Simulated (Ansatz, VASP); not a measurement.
**Two plane-wave programs on B**

```
B
1.0
     2.44947    1.41420    4.18204
    -2.44947    1.41420    4.18204
     0.00000   -2.82840    4.18204
B
12
Direct
  0.01027 0.65408 0.01027
  0.01027 0.01027 0.65408
  0.65408 0.01027 0.01027
  0.98973 0.34592 0.98973
  0.34592 0.98973 0.98973
  0.98973 0.98973 0.34592
  0.22103 0.63063 0.22103
  0.22103 0.22103 0.63063
  0.63063 0.22103 0.22103
  0.77897 0.36937 0.77897
  0.36937 0.77897 0.77897
  0.77897 0.77897 0.36937
```

Alike in both runs: functional PBE; k mesh 9 × 9 × 9; occupations gaussian, width 0.02 eV; no spin polarisation.

Ansatz relaxed the structure, and its values are those at the end. VASP's run is a single point on that final structure, the one shown.

|  | VASP | Ansatz |
| --- | --- | --- |
| version | VASP 6.6.1 | Ansatz 0.2.0 |
| potentials or method | VASP PAW PBE potentials, release 64 (B), cutoff 520 eV | scalar-relativistic, plane waves, PAW |
| valence electrons in the cell | 36 | 36 |

```tsv
	VASP	Ansatz	Ansatz less VASP
gap on the k mesh at the Fermi level (eV)	1.46	1.46	+0.002
least direct gap on the mesh (eV)	1.84	1.84	+0.003
pressure (GPa)	0.1	0.0	-0.08
rms of the force components (eV/Å)	0.007	0.001	-0.0065
```

With one functional, cell and mesh, what is left measures potentials, basis and numerics.
